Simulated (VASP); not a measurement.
Set up this calculation in VASP 6.6.1, as the native input.

| Item | Value |
| --- | --- |
| Task | single point |
| Functional | r2SCAN |
| Potentials or basis | VASP PAW PBE potentials, release 64 (Zr_sv, N) |
| Cutoff | 520 eV |
| k mesh | 8 × 8 × 10 |
| Occupations | fermi-dirac, width 0.2 eV |
| Spin | no spin polarisation |
| Dipole correction | no |
| Further INCAR settings | ALGO = Normal; EDIFF = 1e-06; NBANDS = 38 |

Zr2N:

```xyz
6
Lattice="5.4130 0.0000 0.0000 0.0000 5.4130 0.0000 0.0000 0.0000 3.3078" Properties=species:S:1:pos:R:3 pbc="T T T"
Zr    1.6029    1.6029    0.0000
Zr    3.8101    3.8101    0.0000
Zr    4.3094    1.1036    1.6539
Zr    1.1036    4.3094    1.6539
N     0.0000    0.0000    0.0000
N     2.7065    2.7065    1.6539
```

The input as run:

POSCAR

```
Zr2N
1.0
    5.4130027300      0.0000000000      0.0000000000
    0.0000000000      5.4130027300      0.0000000000
    0.0000000000      0.0000000000      3.3077891900
Zr N
4 2
Direct
    0.2961254600      0.2961254600      0.0000000000
    0.7038745400      0.7038745400      0.0000000000
    0.7961254600      0.2038745400      0.5000000000
    0.2038745400      0.7961254600      0.5000000000
    0.0000000000      0.0000000000      0.0000000000
    0.5000000000      0.5000000000      0.5000000000
```

INCAR.step1

```
PREC     = Accurate       # precision mode
ENCUT    = 520            # plane-wave cutoff, eV
ISMEAR   = -1             # smearing method
SIGMA    = 0.2            # smearing width, eV
LREAL    = False          # projectors in reciprocal space
LASPH    = True           # aspherical terms in the spheres
NELM     = 100            # most SCF steps
NBANDS   = 38             # bands
GGA      = PE             # functional
ALGO     = Normal         # electronic algorithm
EDIFF    = 1E-4           # SCF threshold, eV
LWAVE    = True           # write WAVECAR
LCHARG   = False          # write CHGCAR
```

INCAR.step2

```
PREC     = Accurate       # precision mode
ENCUT    = 520            # plane-wave cutoff, eV
EDIFF    = 1E-6           # SCF threshold, eV
ISMEAR   = -1             # smearing method
SIGMA    = 0.2            # smearing width, eV
LREAL    = False          # projectors in reciprocal space
LASPH    = True           # aspherical terms in the spheres
NELM     = 100            # most SCF steps
ALGO     = Normal         # electronic algorithm
ISIF     = 2              # what is computed and relaxed
LWAVE    = False          # write WAVECAR
LCHARG   = True           # write CHGCAR
METAGGA  = R2SCAN         # meta-GGA
LMIXTAU  = True         
LELF     = True           # ELF
LVHAR    = True         
NBANDS   = 38             # bands
ISTART   = 1
```

KPOINTS

```
Automatic mesh
0
Gamma
  8 8 10
```

Potentials or basis: VASP PAW PBE potentials, release 64 (Zr_sv, N).

Launch:

```console
$ cat potpaw_PBE.64/Zr_sv/POTCAR potpaw_PBE.64/N/POTCAR > POTCAR
$ cp INCAR.step1 INCAR
$ mpirun -np 1 vasp_std > vasp.out
$ cp INCAR.step2 INCAR
$ mpirun -np 1 vasp_std > vasp.out
```

Results of the run:

```
Pressure               : 0.1 GPa
Largest force          : 0.014 eV/Å
Band gap on the k mesh : zero (band 29 reaches 11.23 eV, above the bottom of band 30 at 8.60 eV)
```

Caveat: the PAW data sets were made with another functional, which shifts forces and pressure a little.

Wall time 7.1 min on 1 thread of Intel(R) Xeon(R) 6975P-C (Granite Rapids), with other jobs on the host, peak memory 0.38 GiB.
